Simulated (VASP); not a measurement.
Here is a VASP 6.6.1 calculation.

INCAR

```
  PREC = Accurate
  ENCUT = 500
  EDIFF = 1E-6
  ISMEAR = 1
  SIGMA = 0.0032
  LREAL = F
  LASPH = T
  NELM = 120
  ALGO = Normal
  ISIF = 2
  LWAVE = F
  LCHARG = T
  GGA = PE
  LELF = T
  LVHAR = T
  NBANDS = 15
  GGA_COMPAT = F
```

The input KPOINTS:

```
Automatic mesh
0
Gamma
  1 1 1
  0.5 0.5 0
```

File POSCAR:

```
KCl
1.0
    3.8391960000      0.0000000000      0.0000000000
    0.0000000000      3.8391960000      0.0000000000
    0.0000000000      0.0000000000      3.8391960000
K Cl
1 1
Direct
    0.0000000000      0.0000000000      0.0000000000
    0.5000000000      0.5000000000      0.5000000000
```

Potentials or basis: VASP PAW PBE potentials, release 64 (K_sv, Cl).

Run with:

```console
$ cat potpaw_PBE.64/K_sv/POTCAR potpaw_PBE.64/Cl/POTCAR > POTCAR
$ mpirun -np 1 vasp_std > vasp.out
```

Task: What does it give for the band gap on the k mesh?

Result: 5.99 eV.

Task: Predict the pressure.

Result: 1.3 GPa.

Caveat: the k points lie up to 1.64 Å⁻¹ apart. A k mesh can miss the band edges.
